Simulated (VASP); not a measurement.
Input of a VASP 6.6.1 run:

INCAR

```
ALGO = Normal
EDIFF = 1E-8
ENCUT = 550
GGA_COMPAT = F
IBRION = 6
ISIF = 2
ISMEAR = 0
LASPH = T
LCHARG = F
LMIXTAU = T
LREAL = F
LWAVE = F
METAGGA = R2SCAN
NBANDS = 11
NELM = 120
NFREE = 2
NSW = 1
POTIM = 0.015
PREC = Accurate
SIGMA = 0.01
```

KPOINTS

```
k-points
0
Gamma
  8 8 8
```

File POSCAR:

```
BAs
1.0
    0.0000000000      2.3919292303      2.3919292303
    2.3919292303      0.0000000000      2.3919292303
    2.3919292303      2.3919292303      0.0000000000
B As
1 1
Direct
    0.0000000000      0.0000000000      0.0000000000
    0.2500000000      0.2500000000      0.2500000000
```

Potentials or basis: VASP PAW PBE potentials, release 64 (B, As).

Launch:

```console
$ cat potpaw_PBE.64/B/POTCAR potpaw_PBE.64/As/POTCAR > POTCAR
$ mpirun -np 1 vasp_std > vasp.out
```

**Question.** Predict the highest phonon frequency at Γ, LO-TO splitting left out.

**Answer.** 701 cm⁻¹.

Phonon frequencies in cm⁻¹ (negative: imaginary):
```
              q point        frequencies
(0.000, 0.000, 0.000)  0 0 0 701 701 701
```
